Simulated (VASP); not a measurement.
# HoNb2As3 (P4/mmm) in VASP: a series of runs

HoNb2As3 is run at these levels: PBE; tasks: single point.

Program: VASP 6.6.1. These are calculated values, not measurements. Logs are shortened: lines on timing, memory, paths and dates and some standing lists are left out, and cuts for length are marked.

### 1 The cell of the first run

Symmetry: P4/mmm, No. 123, tetragonal system. Conventional cell: a = 3.503 Å, b = 3.503 Å, c = 13.036 Å, α = 90.00°, β = 90.00°, γ = 90.00°. Ho (site symmetry 4/mmm) has 8 Nb at 3.02 Å and 4 Ho at 3.50 Å within 4.0 Å. Within 4.0 Å of Nb (site symmetry 4mm) lie 4 Ho at 3.02 Å and 5 Nb at 3.44 to 3.50 Å and 4 As at 3.63 Å. As (site symmetry 4mm) has 9 As at 3.28 to 4.30 Å and 4 Nb at 3.63 Å and 1 Ho at 4.37 Å within 4.4 Å. Within 4.3 Å of As (site symmetry 4/mmm) lie 12 As at 3.28 to 3.50 Å.

The cell was generated, and may not be a known phase.

### 2 Single point, PBE

Input file INCAR:

```
SYSTEM = HoNb2As3
PREC     = Accurate       ! precision mode
ENCUT    = 500            ! plane-wave cutoff, eV
EDIFF    = 1E-6           ! SCF threshold, eV
ISMEAR   = 0              ! smearing method
SIGMA    = 0.1            ! smearing width, eV
LREAL    = .FALSE.        ! projectors in reciprocal space
LASPH    = .TRUE.         ! aspherical terms in the spheres
NELM     = 200            ! most SCF steps
ALGO     = Normal         ! electronic algorithm
ISIF     = 2              ! what is computed and relaxed
LWAVE    = .FALSE.        ! write WAVECAR
LCHARG   = .TRUE.         ! write CHGCAR
GGA      = PE             ! functional
LELF     = .TRUE.         ! ELF
LVHAR    = .TRUE.       
NBANDS   = 34             ! bands
GGA_COMPAT= .FALSE.      
LMAXMIX  = 6              ! l up to which the mixer works
```

Input file KPOINTS:

```
regular mesh
0
G
  6 6 2
  0 0 0
```

Input file POSCAR:

```
HoNb2As3
1.0
    3.5031939600      0.0000000000      0.0000000000
    0.0000000000      3.5031939600      0.0000000000
    0.0000000000      0.0000000000     13.0360838700
Ho Nb As
1 2 3
Direct
    0.0000000000      0.0000000000      0.0000000000
    0.5000000000      0.5000000000      0.8681410000
    0.5000000000      0.5000000000      0.1318590000
    0.0000000000      0.0000000000      0.6647679800
    0.0000000000      0.0000000000      0.3352320200
    0.5000000000      0.5000000000      0.5000000000
```

Potentials or basis: VASP PAW PBE potentials, release 64 (Ho_3, Nb_sv, As), 4f in core.

Run with:

```console
$ cat potpaw_PBE.64/Ho_3/POTCAR potpaw_PBE.64/Nb_sv/POTCAR potpaw_PBE.64/As/POTCAR > POTCAR
$ mpirun -np 1 vasp_std > vasp.out
```

OUTCAR:

```text
SYSTEM = HoNb2As3
   PREC = Accurate
   ENCUT = 500
   EDIFF = 1E-6
   ISMEAR = 0
   LREAL = .FALSE.
   LASPH = .TRUE.
   NELM = 200
   ISIF = 2
   GGA = PE

 ion  position               nearest neighbor table
   1  0.000  0.000  0.000-   2 3.02   3 3.02   2 3.02   3 3.02   2 3.02   3 3.02   2 3.02   3 3.02

   2  0.500  0.500  0.868-   1 3.02   1 3.02   1 3.02   1 3.02
   3  0.500  0.500  0.132-   1 3.02   1 3.02   1 3.02   1 3.02
   4  0.000  0.000  0.665-
   5  0.000  0.000  0.335-
   6  0.500  0.500  0.500-

  LATTYP: Found a simple tetragonal cell.
 ALAT       =     3.5031939600
 C/A-ratio  =     3.7211995735

  Lattice vectors:

 A1 = (   3.5031939600,   0.0000000000,   0.0000000000)
 A2 = (   0.0000000000,   3.5031939600,   0.0000000000)
 A3 = (   0.0000000000,   0.0000000000,  13.0360838700)

Analysis of symmetry for initial positions (statically):
=====================================================================
 Subroutine PRICEL returns:
 Original cell was already a primitive cell.

 Routine SETGRP: Setting up the symmetry group for a
 simple tetragonal supercell.

 Subroutine GETGRP returns: Found 16 space group operations
 (whereof 16 operations were pure point group operations)
 out of a pool of 16 trial point group operations.

The static configuration has the point symmetry D_4h.

Analysis of symmetry for dynamics (positions and initial velocities):
=====================================================================
 Subroutine PRICEL returns:
 Original cell was already a primitive cell.

 Routine SETGRP: Setting up the symmetry group for a
 simple tetragonal supercell.

 Subroutine GETGRP returns: Found 16 space group operations
 (whereof 16 operations were pure point group operations)
 out of a pool of 16 trial point group operations.

The dynamic configuration has the point symmetry D_4h.

 Subroutine INISYM returns: Found 16 space group operations
 (whereof 16 operations are pure point group operations),
 and found     1 'primitive' translations

----------------------------------------------------------------------------------------

                                     Primitive cell

  volume of cell :     159.9836

  direct lattice vectors                    reciprocal lattice vectors
     3.503193960  0.000000000  0.000000000     0.285453792  0.000000000  0.000000000
     0.000000000  3.503193960  0.000000000     0.000000000  0.285453792  0.000000000
     0.000000000  0.000000000 13.036083870     0.000000000  0.000000000  0.076710154

  length of vectors
     3.503193960  3.503193960 13.036083870     0.285453792  0.285453792  0.076710154

  position of ions in fractional coordinates (direct lattice)
     0.000000000  0.000000000  0.000000000
     0.500000000  0.500000000  0.868141000
     0.500000000  0.500000000  0.131859000
     0.000000000  0.000000000  0.664767980
     0.000000000  0.000000000  0.335232020
     0.500000000  0.500000000  0.500000000

  ion indices of the primitive-cell ions
   primitive index   ion index
                 1           1
                 2           2
                 3           3
                 4           4
                 5           5
                 6           6

----------------------------------------------------------------------------------------

 KPOINTS: regular mesh

Automatic generation of k-mesh.
 Grid dimensions read from file:
 generate k-points for:    6    6    2

 Generating k-lattice:

  Cartesian coordinates                     Fractional coordinates (reciprocal lattice)
     0.047575632  0.000000000  0.000000000     0.166666667  0.000000000  0.000000000
     0.000000000  0.047575632  0.000000000     0.000000000  0.166666667  0.000000000
     0.000000000  0.000000000  0.038355077     0.000000000  0.000000000  0.500000000

  Length of vectors
     0.047575632  0.047575632  0.038355077

  Shift w.r.t. Gamma in fractional coordinates (k-lattice)
     0.000000000  0.000000000  0.000000000

 Subroutine IBZKPT returns following result:
 ===========================================

 Found     20 irreducible k-points:

 Following reciprocal coordinates:
            Coordinates               Weight
  0.000000  0.000000  0.000000      1.000000
  0.166667  0.000000  0.000000      4.000000
  0.333333  0.000000  0.000000      4.000000
  0.500000  0.000000  0.000000      2.000000
  0.166667  0.166667  0.000000      4.000000
  0.333333  0.166667  0.000000      8.000000
[... 12 lines left out ...]
  0.500000  0.333333  0.500000      4.000000
  0.500000  0.500000  0.500000      1.000000
   k-points           NKPTS =     20   k-points in BZ     NKDIM =     20   number of bands    NBANDS=     34
   number of dos      NEDOS =    301   number of ions     NIONS =      6
   total plane-waves  NPLWV =  75264
   dimension x,y,z NGX =    28 NGY =   28 NGZ =   96
   dimension x,y,z NGXF=    56 NGYF=   56 NGZF=  192
   ions per type =               1   2   3
   NGX,Y,Z   is equivalent  to a cutoff of  13.29, 13.29, 12.24 a.u.
   NGXF,Y,Z  is equivalent  to a cutoff of  26.58, 26.58, 24.49 a.u.
 SYSTEM =  HoNb2As3
   PREC   = accura    normal or accurate (medium, high low for compatibility)
   ISTART =      0    job   : 0-new  1-cont  2-samecut
   ICHARG =      2    charge: 1-file 2-atom 10-const
   ISPIN  =      1    spin polarized calculation?
   LNONCOLLINEAR =      F non collinear calculations
   LSORBIT =      F    spin-orbit coupling
   LASPH  =      T    aspherical Exc in radial PAW
   ENCUT  =  500.0 eV  36.75 Ry    6.06 a.u.   6.39  6.39 23.77*2*pi/ulx,y,z
   NELM   =    200;   NELMIN=  2; NELMDL= -5     # of ELM steps
   EDIFF  = 0.1E-05   stopping-criterion for ELM
   LREAL  =      F    real-space projection
   EDIFFG = 0.1E-04   stopping-criterion for IOM
   NSW    =      0    number of steps for IOM
   IBRION =     -1    ionic relax: 0-MD 1-quasi-New 2-CG
   NFREE  =      0    steps in history (QN), initial steepest desc. (CG)
   ISIF   =      2    stress and relaxation
   ISYM   =      2    0-nonsym 1-usesym 2-fastsym
   POTIM  = 0.5000    time-step for ionic-motion
   TEBEG  =    0.0;   TEEND  =   0.0 temperature during run
   PSTRESS=    0.0 pullay stress
   NELECT =      50.0000    total number of electrons
   NUPDOWN=      -1.0000    fix difference up-down
   EMIN   =  10.00;   EMAX   =-10.00  energy-range for DOS
   EFERMI =   0.00;   METHOD = LEGACY
   ISMEAR =     0;   SIGMA  =   0.10  broadening in eV -4-tet -1-fermi 0-gaus
   EFERMI_NEDOS =   21; number of points for ismear=-14 and -15
   IALGO  =     38    algorithm
   IMIX   =      4    mixing-type and parameters
     AMIX     =   0.40;   BMIX     =  1.00
     AMIX_MAG =   1.60;   BMIX_MAG =  1.00
  volume/ion in A,a.u.               =      26.66       179.94
  Fermi-wavevector in a.u.,A,eV,Ry     =   1.110980  2.099448 16.793359  1.234277
  Thomas-Fermi vector in A             =   2.247538
   LORBIT       =      0    0 simple, 1 ext, 2 COOP (PROOUT), +10 PAW based schemes
   GGA     = PE    functional components
   LHFCALC =     F    Hartree Fock is set to
   AEXX    =    0.0000 exact exchange contribution
   IVDW    =     0    specifies the selected vdW correction
   LEPSILON=     F    determine dielectric tensor
   LRPA    =     F    only Hartree local field effects (RPA)
 non-spin polarized calculation
 Gauss-broadening in eV      SIGMA  =   0.10
  energy-cutoff  :      500.00
  volume of cell :      159.98
 maximum number of plane-waves:      4087
 NGX is ok and might be reduce to    28
   NGX = 13   NGY = 13   NGZ = 47

 number of electron      50.0000006 magnetization

 Free energy of the ion-electron system (eV)
  ---------------------------------------------------
  ext. energy  EPLUGINS =         0.00000000
  ---------------------------------------------------
  free energy    TOTEN  =       -32.76433098 eV

  energy without entropy =      -32.72078124  energy(sigma->0) =      -32.74255611

 E-fermi :   4.3110     XC(G=0):  -9.8764

 val. band max:        4.2867567812   @ k =   0.5000   0.1667   0.5000
 cond. band min:       4.3228238369   @ k =   0.5000   0.1667   0.0000
 fundamental gap:      0.0360670556
 Fermi energy:         4.3109824504

 k-point     1 :       0.0000    0.0000    0.0000
  band No.  band energies     occupation
      1     -50.8336      2.00000
      2     -50.8291      2.00000
      3     -26.9143      2.00000
      4     -26.8422      2.00000
      5     -26.7955      2.00000
      6     -26.7955      2.00000
[... 26 lines left out ...]
     33       7.2307      0.00000
     34       7.2856      0.00000

 k-point     2 :       0.1667    0.0000    0.0000
  band No.  band energies     occupation
      1     -50.8318      2.00000
      2     -50.8269      2.00000
      3     -26.9150      2.00000
      4     -26.8387      2.00000
      5     -26.8256      2.00000
      6     -26.8163      2.00000
[... 26 lines left out ...]
     33       6.6457      0.00000
     34       7.2290      0.00000

 k-point     3 :       0.3333    0.0000    0.0000
  band No.  band energies     occupation
      1     -50.8281      2.00000
      2     -50.8225      2.00000
      3     -26.9166      2.00000
      4     -26.8878      2.00000
      5     -26.8854      2.00000
      6     -26.8286      2.00000
[... 26 lines left out ...]
     33       6.5542      0.00000
     34       6.9338      0.00000

 k-point     4 :       0.5000    0.0000    0.0000
  band No.  band energies     occupation
      1     -50.8263      2.00000
      2     -50.8203      2.00000
      3     -26.9221      2.00000
      4     -26.9169      2.00000
      5     -26.9155      2.00000
      6     -26.8246      2.00000
[... 26 lines left out ...]
     33       6.9110      0.00000
     34       7.0467      0.00000

 k-point     5 :       0.1667    0.1667    0.0000
  band No.  band energies     occupation
      1     -50.8299      2.00000
      2     -50.8248      2.00000
      3     -26.9138      2.00000
      4     -26.8352      2.00000
      5     -26.8262      2.00000
      6     -26.8193      2.00000
[... 473 lines left out ...]
 k-point    18 :       0.3333    0.3333    0.5000
  band No.  band energies     occupation
      1     -50.8218      2.00000
      2     -50.8166      2.00000
      3     -26.9041      2.00000
      4     -26.8875      2.00000
      5     -26.8789      2.00000
      6     -26.8737      2.00000
[... 26 lines left out ...]
     33       5.9301      0.00000
     34       6.0967      0.00000

 k-point    19 :       0.5000    0.3333    0.5000
  band No.  band energies     occupation
      1     -50.8197      2.00000
      2     -50.8147      2.00000
      3     -26.9175      2.00000
      4     -26.9026      2.00000
      5     -26.9008      2.00000
      6     -26.8804      2.00000
[... 26 lines left out ...]
     33       6.6209      0.00000
     34       6.7559      0.00000

 k-point    20 :       0.5000    0.5000    0.5000
  band No.  band energies     occupation
      1     -50.8175      2.00000
      2     -50.8128      2.00000
      3     -26.9182      2.00000
      4     -26.9182      2.00000
      5     -26.8961      2.00000
      6     -26.8961      2.00000
[... 26 lines left out ...]
     33       6.9296      0.00000
     34       7.0847      0.00000

------------------------ aborting loop because EDIFF is reached ----------------------------------------

  FORCE on cell =-STRESS in cart. coord.  units (eV):
  Direction    XX          YY          ZZ          XY          YZ          ZX
  --------------------------------------------------------------------------------------
  -------------------------------------------------------------------------------------
  Total       -9.8890556     -9.8890556    -13.2983614      0.0000000      0.0000000      0.0000000
  in kB      -99.0352693    -99.0352693   -133.1782189      0.0000000      0.0000000      0.0000000
  external PRESSURE =    -110.4162525 kB  Pullay stress =       0.0000000 kB

 VOLUME and BASIS-vectors are now :
 -----------------------------------------------------------------------------
  energy-cutoff  :      500.00
  volume of cell :      159.98
      direct lattice vectors                 reciprocal lattice vectors
     3.503193960  0.000000000  0.000000000     0.285453792  0.000000000  0.000000000
     0.000000000  3.503193960  0.000000000     0.000000000  0.285453792  0.000000000
     0.000000000  0.000000000 13.036083870     0.000000000  0.000000000  0.076710154

 POSITION                                       TOTAL-FORCE (eV/Angst)
 -----------------------------------------------------------------------------------
      0.00000      0.00000      0.00000         0.000000     -0.000000     -0.000000
      1.75160      1.75160     11.31716        -0.000000      0.000000     -1.333339
      1.75160      1.75160      1.71892         0.000000      0.000000      1.333339
      0.00000      0.00000      8.66597        -0.000000     -0.000000      0.626798
      0.00000      0.00000      4.37011         0.000000     -0.000000     -0.626798
      1.75160      1.75160      6.51804         0.000000     -0.000000     -0.000000
 -----------------------------------------------------------------------------------
    total drift:                                0.000000      0.000000      0.000000

  FREE ENERGIE OF THE ION-ELECTRON SYSTEM (eV)
  ---------------------------------------------------
  free  energy   TOTEN  =       -32.7643309787 eV

  energy  without entropy=      -32.7207812363  energy(sigma->0) =      -32.74255611
```

Wall time 97 s (1 thread of AMD EPYC 9R45 (Zen 5), shared host); peak memory 0.28 GiB.

What came out:

```
Free energy            : -32.7643 eV
Pressure               : -11.0 GPa
Largest force          : 1.333 eV/Å
Band gap on the k mesh : zero (bands 25 and 26 overlap by 1.27 eV)
```

Forces on the atoms (eV/Å):
```
Ho   0.000  0.000  0.000
Nb   0.000  0.000 -1.333
Nb   0.000  0.000  1.333
As   0.000  0.000  0.627
As   0.000  0.000 -0.627
As   0.000  0.000  0.000
```

Stress tensor (GPa, compression positive):
```
 -9.90   0.00   0.00
  0.00  -9.90   0.00
  0.00   0.00 -13.32
```

Levels at points of the mesh, in eV from the Fermi level:
| k point | band 21 | band 22 | band 23 | band 24 | band 25 | band 26 | band 27 | band 28 | band 29 | band 30 |
| --- | --- | --- | --- | --- | --- | --- | --- | --- | --- | --- |
| (0.00, 0.00, 0.00) | -0.89 | -0.05 | -0.05 | 0.69 | 0.69 | 0.91 | 0.91 | 0.91 | 1.19 | 1.63 |
| (0.50, 0.00, 0.00) | -1.13 | -0.41 | -0.21 | -0.20 | -0.19 | 0.64 | 0.65 | 1.06 | 1.53 | 1.71 |
| (0.50, 0.50, 0.00) | -1.33 | -0.85 | -0.85 | -0.68 | -0.58 | -0.58 | -0.16 | 0.47 | 0.47 | 1.09 |
| (0.00, 0.00, 0.50) | -0.45 | -0.04 | -0.04 | 0.61 | 0.61 | 0.96 | 0.96 | 1.02 | 1.19 | 1.68 |
| (0.50, 0.00, 0.50) | -1.48 | -0.58 | -0.21 | -0.19 | -0.14 | 0.66 | 1.19 | 1.48 | 1.52 | 1.72 |
| (0.50, 0.50, 0.50) | -1.60 | -0.94 | -0.94 | -0.62 | -0.10 | -0.10 | -0.06 | -0.06 | 0.27 | 0.80 |

Caveat: the cell stands under tension; spin-orbit coupling is left out, which moves the levels of the heavy elements; the 4f electrons are frozen in the core, so they carry no moment and show no levels; forces of over 1 eV/Å act on the atoms, so gaps and moduli don't describe the material at rest. Spin polarisation is off, so any magnetic state and its effect on volume and gap are missing.

(Continued in part 2 of 2.)

The gap in the log of VASP goes by the Fermi energy; the results here count the filled bands.